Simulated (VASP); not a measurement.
# GaH6 (Im-3m) in VASP: single point with PBE

Aim: the single point of GaH6 with PBE.

Program: VASP 6.6.1. These are calculated values, not measurements. Logs are shortened: lines on timing, memory, paths and dates and some standing lists are left out, and cuts for length are marked.

## 1. The cell of the first run

The structure is cubic, space group Im-3m (No. 229). The conventional cell has a = 5.117 Å, b = 5.117 Å, c = 5.117 Å, α = 90.00°, β = 90.00°, γ = 90.00°. Ga (site symmetry m-3m) has 24 H at 2.86 Å within 3.8 Å. H (site symmetry -4m2) has 4 H at 1.81 Å within 2.4 Å.

## 2. Single point, PBE

INCAR reads:

```
ALGO = Normal
EDIFF = 1E-6
ENCUT = 520
GGA = PE
ISIF = 2
ISMEAR = 0
LASPH = True
LCHARG = False
LREAL = False
LWAVE = False
NBANDS = 18
NELM = 60
PREC = Accurate
SIGMA = 0.1
```

KPOINTS reads:

```
k-points
0
Gamma
  6 6 6
```

POSCAR reads:

```
GaH6
1.0
   -2.5584430000      2.5584430000      2.5584430000
    2.5584430000     -2.5584430000      2.5584430000
    2.5584430000      2.5584430000     -2.5584430000
Ga H
1 6
Direct
    0.0000000000      0.0000000000      0.0000000000
    0.5000000000      0.7500000000      0.2500000000
    0.5000000000      0.2500000000      0.7500000000
    0.2500000000      0.5000000000      0.7500000000
    0.7500000000      0.5000000000      0.2500000000
    0.7500000000      0.2500000000      0.5000000000
    0.2500000000      0.7500000000      0.5000000000
```

Potentials or basis: VASP PAW PBE potentials, release 64 (Ga_d, H).

Run with:

```bash
$ cat potpaw_PBE.64/Ga_d/POTCAR potpaw_PBE.64/H/POTCAR > POTCAR
$ mpirun -np 1 vasp_std > vasp.out
```

OUTCAR:

```text
EDIFF = 1E-6
   ENCUT = 520
   GGA = PE
   ISIF = 2
   ISMEAR = 0
   LASPH = True
   LREAL = False
   NELM = 60
   PREC = Accurate

 ion  position               nearest neighbor table
   1  0.000  0.000  0.000-
   2  0.500  0.750  0.250-
   3  0.500  0.250  0.750-
   4  0.250  0.500  0.750-
   5  0.750  0.500  0.250-
   6  0.750  0.250  0.500-
   7  0.250  0.750  0.500-

  LATTYP: Found a body centered cubic cell.
 ALAT       =     5.1168860000

  Lattice vectors:

 A1 = (  -2.5584430000,   2.5584430000,   2.5584430000)
 A2 = (   2.5584430000,  -2.5584430000,   2.5584430000)
 A3 = (   2.5584430000,   2.5584430000,  -2.5584430000)

Analysis of symmetry for initial positions (statically):
=====================================================================
 Subroutine PRICEL returns:
 Original cell was already a primitive cell.

 Routine SETGRP: Setting up the symmetry group for a
 body centered cubic supercell.

 Subroutine GETGRP returns: Found 48 space group operations
 (whereof 48 operations were pure point group operations)
 out of a pool of 48 trial point group operations.

The static configuration has the point symmetry O_h .

Analysis of symmetry for dynamics (positions and initial velocities):
=====================================================================
 Subroutine PRICEL returns:
 Original cell was already a primitive cell.

 Routine SETGRP: Setting up the symmetry group for a
 body centered cubic supercell.

 Subroutine GETGRP returns: Found 48 space group operations
 (whereof 48 operations were pure point group operations)
 out of a pool of 48 trial point group operations.

The dynamic configuration has the point symmetry O_h .

 Subroutine INISYM returns: Found 48 space group operations
 (whereof 48 operations are pure point group operations),
 and found     1 'primitive' translations

----------------------------------------------------------------------------------------

                                     Primitive cell

  volume of cell :      66.9865

  direct lattice vectors                    reciprocal lattice vectors
    -2.558443000  2.558443000  2.558443000     0.000000000  0.195431362  0.195431362
     2.558443000 -2.558443000  2.558443000     0.195431362  0.000000000  0.195431362
     2.558443000  2.558443000 -2.558443000     0.195431362  0.195431362  0.000000000

  length of vectors
     4.431353264  4.431353264  4.431353264     0.276381683  0.276381683  0.276381683

  position of ions in fractional coordinates (direct lattice)
     0.000000000  0.000000000  0.000000000
     0.500000000  0.750000000  0.250000000
     0.500000000  0.250000000  0.750000000
     0.250000000  0.500000000  0.750000000
     0.750000000  0.500000000  0.250000000
     0.750000000  0.250000000  0.500000000
     0.250000000  0.750000000  0.500000000

  ion indices of the primitive-cell ions
   primitive index   ion index
                 1           1
                 2           2
                 3           3
                 4           4
                 5           5
                 6           6
                 7           7

----------------------------------------------------------------------------------------

 KPOINTS: k-points

Automatic generation of k-mesh.
 Grid dimensions read from file:
 generate k-points for:    6    6    6

 Generating k-lattice:

  Cartesian coordinates                     Fractional coordinates (reciprocal lattice)
     0.000000000  0.032571894  0.032571894     0.166666667  0.000000000  0.000000000
     0.032571894  0.000000000  0.032571894     0.000000000  0.166666667  0.000000000
     0.032571894  0.032571894  0.000000000     0.000000000  0.000000000  0.166666667

  Length of vectors
     0.046063614  0.046063614  0.046063614

  Shift w.r.t. Gamma in fractional coordinates (k-lattice)
     0.000000000  0.000000000  0.000000000

 Subroutine IBZKPT returns following result:
 ===========================================

 Found     16 irreducible k-points:

 Following reciprocal coordinates:
            Coordinates               Weight
  0.000000  0.000000  0.000000      1.000000
  0.166667  0.000000  0.000000     12.000000
  0.333333  0.000000  0.000000     12.000000
  0.500000  0.000000  0.000000      6.000000
  0.166667  0.166667  0.000000     24.000000
  0.333333  0.166667 -0.000000     48.000000
[... 8 lines left out ...]
  0.500000  0.500000  0.333333     12.000000
  0.500000  0.500000  0.500000      1.000000
   k-points           NKPTS =     16   k-points in BZ     NKDIM =     16   number of bands    NBANDS=     18
   number of dos      NEDOS =    301   number of ions     NIONS =      7
   total plane-waves  NPLWV =  46656
   dimension x,y,z NGX =    36 NGY =   36 NGZ =   36
   dimension x,y,z NGXF=    72 NGYF=   72 NGZF=   72
   ions per type =               1   6
   NGX,Y,Z   is equivalent  to a cutoff of  13.51, 13.51, 13.51 a.u.
   NGXF,Y,Z  is equivalent  to a cutoff of  27.01, 27.01, 27.01 a.u.
 SYSTEM =  unknown system
   PREC   = accura    normal or accurate (medium, high low for compatibility)
   ISTART =      0    job   : 0-new  1-cont  2-samecut
   ICHARG =      2    charge: 1-file 2-atom 10-const
   ISPIN  =      1    spin polarized calculation?
   LNONCOLLINEAR =      F non collinear calculations
   LSORBIT =      F    spin-orbit coupling
   LASPH  =      T    aspherical Exc in radial PAW
   ENCUT  =  520.0 eV  38.22 Ry    6.18 a.u.   8.24  8.24  8.24*2*pi/ulx,y,z
   NELM   =     60;   NELMIN=  2; NELMDL= -5     # of ELM steps
   EDIFF  = 0.1E-05   stopping-criterion for ELM
   LREAL  =      F    real-space projection
   EDIFFG = 0.1E-04   stopping-criterion for IOM
   NSW    =      0    number of steps for IOM
   IBRION =     -1    ionic relax: 0-MD 1-quasi-New 2-CG
   NFREE  =      0    steps in history (QN), initial steepest desc. (CG)
   ISIF   =      2    stress and relaxation
   ISYM   =      2    0-nonsym 1-usesym 2-fastsym
   POTIM  = 0.5000    time-step for ionic-motion
   TEBEG  =    0.0;   TEEND  =   0.0 temperature during run
   PSTRESS=    0.0 pullay stress
   NELECT =      19.0000    total number of electrons
   NUPDOWN=      -1.0000    fix difference up-down
   EMIN   =  10.00;   EMAX   =-10.00  energy-range for DOS
   EFERMI =   0.00;   METHOD = LEGACY
   ISMEAR =     0;   SIGMA  =   0.10  broadening in eV -4-tet -1-fermi 0-gaus
   EFERMI_NEDOS =   21; number of points for ismear=-14 and -15
   IALGO  =     38    algorithm
   IMIX   =      4    mixing-type and parameters
     AMIX     =   0.40;   BMIX     =  1.00
     AMIX_MAG =   1.60;   BMIX_MAG =  1.00
  volume/ion in A,a.u.               =       9.57        64.58
  Fermi-wavevector in a.u.,A,eV,Ry     =   1.075632  2.032649 15.741719  1.156984
  Thomas-Fermi vector in A             =   2.211494
   LORBIT       =      0    0 simple, 1 ext, 2 COOP (PROOUT), +10 PAW based schemes
   GGA     = PE    functional components
   LHFCALC =     F    Hartree Fock is set to
   AEXX    =    0.0000 exact exchange contribution
   IVDW    =     0    specifies the selected vdW correction
   LEPSILON=     F    determine dielectric tensor
   LRPA    =     F    only Hartree local field effects (RPA)
 non-spin polarized calculation
 Gauss-broadening in eV      SIGMA  =   0.10
  energy-cutoff  :      520.00
  volume of cell :       66.99
 maximum number of plane-waves:      1865
 NGX is ok and might be reduce to    36
   NGX = 17   NGY = 17   NGZ = 17

 number of electron      19.0000001 magnetization

 Free energy of the ion-electron system (eV)
  ---------------------------------------------------
  ext. energy  EPLUGINS =         0.00000000
  ---------------------------------------------------
  free energy    TOTEN  =       -15.11438237 eV

  energy without entropy =      -15.10726728  energy(sigma->0) =      -15.11082483

 E-fermi :  -0.6848     XC(G=0):  -8.6343

 val. band max:       -0.8252659387   @ k =  -0.3333   0.5000   0.1667
 cond. band min:      -0.6509347208   @ k =   0.5000   0.5000   0.1667
 fundamental gap:      0.1743312178
 Fermi energy:        -0.6847563626

 k-point     1 :       0.0000    0.0000    0.0000
  band No.  band energies     occupation
      1     -14.4468      2.00000
      2     -14.4468      2.00000
      3     -14.4468      2.00000
      4     -14.4429      2.00000
      5     -14.4429      2.00000
      6      -8.7846      2.00000
[... 10 lines left out ...]
     17       7.1346      0.00000
     18       7.1346      0.00000

 k-point     2 :       0.1667    0.0000    0.0000
  band No.  band energies     occupation
      1     -14.4476      2.00000
      2     -14.4467      2.00000
      3     -14.4446      2.00000
      4     -14.4434      2.00000
      5     -14.4429      2.00000
      6      -8.4866      2.00000
[... 10 lines left out ...]
     17       8.2972      0.00000
     18       8.6206      0.00000

 k-point     3 :       0.3333    0.0000    0.0000
  band No.  band energies     occupation
      1     -14.4490      2.00000
      2     -14.4482      2.00000
      3     -14.4429      2.00000
      4     -14.4429      2.00000
      5     -14.4402      2.00000
      6      -7.5990      2.00000
[... 10 lines left out ...]
     17       9.6991      0.00000
     18      10.6730      0.00000

 k-point     4 :       0.5000    0.0000    0.0000
  band No.  band energies     occupation
      1     -14.4498      2.00000
      2     -14.4495      2.00000
      3     -14.4429      2.00000
      4     -14.4422      2.00000
      5     -14.4380      2.00000
      6      -6.2825      2.00000
[... 207 lines left out ...]
      4     -14.4417      2.00000
      5     -14.4409      2.00000
      6      -6.4524      2.00000
[... 10 lines left out ...]
     17      12.1098      0.00000
     18      13.6579      0.00000

 k-point    15 :       0.5000    0.5000    0.3333
  band No.  band energies     occupation
      1     -14.4516      2.00000
      2     -14.4508      2.00000
      3     -14.4417      2.00000
      4     -14.4404      2.00000
      5     -14.4387      2.00000
      6      -5.2561      2.00000
[... 10 lines left out ...]
     17      11.1626      0.00000
     18      12.1020      0.00000

 k-point    16 :       0.5000    0.5000    0.5000
  band No.  band energies     occupation
      1     -14.4534      2.00000
      2     -14.4534      2.00000
      3     -14.4389      2.00000
      4     -14.4389      2.00000
      5     -14.4389      2.00000
      6      -4.5791      2.00000
[... 10 lines left out ...]
     17      11.7957      0.00000
     18      11.7957      0.00000

------------------------ aborting loop because EDIFF is reached ----------------------------------------

  FORCE on cell =-STRESS in cart. coord.  units (eV):
  Direction    XX          YY          ZZ          XY          YZ          ZX
  --------------------------------------------------------------------------------------
  -------------------------------------------------------------------------------------
  Total       -5.4280505     -5.4280505     -5.4280505      0.0000000      0.0000000     -0.0000000
  in kB     -129.8276619   -129.8276619   -129.8276619      0.0000000      0.0000000     -0.0000000
  external PRESSURE =    -129.8276619 kB  Pullay stress =       0.0000000 kB

 VOLUME and BASIS-vectors are now :
 -----------------------------------------------------------------------------
  energy-cutoff  :      520.00
  volume of cell :       66.99
      direct lattice vectors                 reciprocal lattice vectors
    -2.558443000  2.558443000  2.558443000     0.000000000  0.195431362  0.195431362
     2.558443000 -2.558443000  2.558443000     0.195431362  0.000000000  0.195431362
     2.558443000  2.558443000 -2.558443000     0.195431362  0.195431362  0.000000000

 POSITION                                       TOTAL-FORCE (eV/Angst)
 -----------------------------------------------------------------------------------
      0.00000      0.00000      0.00000         0.000000     -0.000000      0.000000
      1.27922      0.00000      2.55844         0.000000      0.000000     -0.000000
      1.27922      2.55844      0.00000         0.000000     -0.000000      0.000000
      2.55844      1.27922      0.00000        -0.000000     -0.000000      0.000000
      0.00000      1.27922      2.55844         0.000000     -0.000000     -0.000000
      0.00000      2.55844      1.27922        -0.000000      0.000000      0.000000
      2.55844      0.00000      1.27922         0.000000     -0.000000      0.000000
 -----------------------------------------------------------------------------------
    total drift:                               -0.000000      0.000000      0.000000

  FREE ENERGIE OF THE ION-ELECTRON SYSTEM (eV)
  ---------------------------------------------------
  free  energy   TOTEN  =       -15.1143823706 eV

  energy  without entropy=      -15.1072672813  energy(sigma->0) =      -15.11082483
```

Wall time 20 s (1 thread of AMD EPYC 7R13 (Zen 3), shared host); peak memory 0.17 GiB.

Results:

* Free energy: -15.1144 eV
* Pressure: -13.0 GPa
